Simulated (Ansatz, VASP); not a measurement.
**Y in VASP and in Ansatz**

File INCAR:

```
SYSTEM = Y
PREC = Accurate
ENCUT = 520
EDIFF = 1E-6
ISMEAR = -1
SIGMA = 0.05
LREAL = .False.
LASPH = .True.
NELM = 100
ALGO = Normal
ISIF = 2
LWAVE = .False.
LCHARG = .False.
NBANDS = 12
```

KPOINTS

```
regular mesh
0
Gamma
  13 13 13
  0 0 0
```

POSCAR

```
Y
1.0
    0.0000000000      2.4850000000      2.4850000000
    2.4850000000      0.0000000000      2.4850000000
    2.4850000000      2.4850000000      0.0000000000
Y
1
Direct
    0.0000000000      0.0000000000      0.0000000000
```

Input for Ansatz:

```yaml
crystal:
  lattice:
    - [0.0, 2.485, 2.485]
    - [2.485, 0.0, 2.485]
    - [2.485, 2.485, 0.0]
  atoms:
    - { symbol: "Y", position: [0.0, 0.0, 0.0] }
kpoints:
  mp_grid: { grid: [13, 13, 13] }
  band_path:
    path:
      - [0.0, 0.0, 0.0]
      - [0.5, 0.0, 0.5]
      - [0.625, 0.25, 0.625]
      - [0.375, 0.375, 0.75]
      - [0.0, 0.0, 0.0]
      - [0.5, 0.5, 0.5]
      - [0.5, 0.25, 0.75]
      - [0.5, 0.0, 0.5]
    npoints: 5
scf:
  occupations: { method: fermi_dirac, width: 0.05 }
hamiltonian:
  xc: lda
  pseudopotentials: { kind: all_electron, lapw: { basis_error: 0.001 } }
output:
  forces: true
  stress: true
  eigenvalues: true
```

Alike in both runs: task single point; functional LDA; k mesh 13 × 13 × 13; occupations fermi-dirac, width 0.05 eV; no spin polarisation.

```csv
,VASP,Ansatz
version,VASP 6.6.1,Ansatz 0.2.0
potentials or method,"VASP PAW LDA potentials, release 64 (Y_sv), cutoff 520 eV","all-electron LAPW, scalar-relativistic"
```

|  | VASP | Ansatz | Ansatz less VASP |
| --- | --- | --- | --- |
| pressure (GPa) | -1.9 | -1.7 | +0.18 |

LDA's correlation is that of Perdew and Zunger in VASP and of Perdew and Wang (1992) in Ansatz. Ansatz ran all-electron here, and VASP with PAW potentials.
